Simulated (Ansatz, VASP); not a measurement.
**CdI2: VASP beside Ansatz**

```xyz
3
Lattice="4.1803 0.0000 0.0000 -2.0902 3.6203 0.0000 0.0000 0.0000 6.8590" Properties=species:S:1:pos:R:3 pbc="T T T"
Cd    0.0000    0.0000    0.0000
I     0.0000    2.4135    1.7093
I     2.0902    1.2068    5.1497
```

Alike in both runs: task single point; functional PBE; k mesh 6 × 6 × 4; occupations fermi-dirac, width 0.05 eV; no spin polarisation.

|  | VASP | Ansatz |
| --- | --- | --- |
| version | VASP 6.6.1 | Ansatz 0.2.0 |
| potentials or method | VASP PAW PBE potentials, release 64 (Cd, I), cutoff 500 eV | plane waves, PAW |
| valence electrons in the cell | 26 | 54 |

Ansatz gave:

| Item | Value |
| --- | --- |
| pressure (GPa) | 3.1 |
| traceless stress, the component that is largest in VASP (GPa) | -0.28 |

What did VASP give for the same quantities?

Pressure (GPa): 3.2; traceless stress, the component that is largest in VASP (GPa): -0.28.

The functional is the same, so the differences come from potentials, cutoffs and numerics. VASP's potentials hold 26 valence electrons a cell and Ansatz's 54, so a difference there can come from the potentials and not from the codes. Ansatz's warnings: structure snapped to symmetry.

Spin-orbit coupling is off throughout.
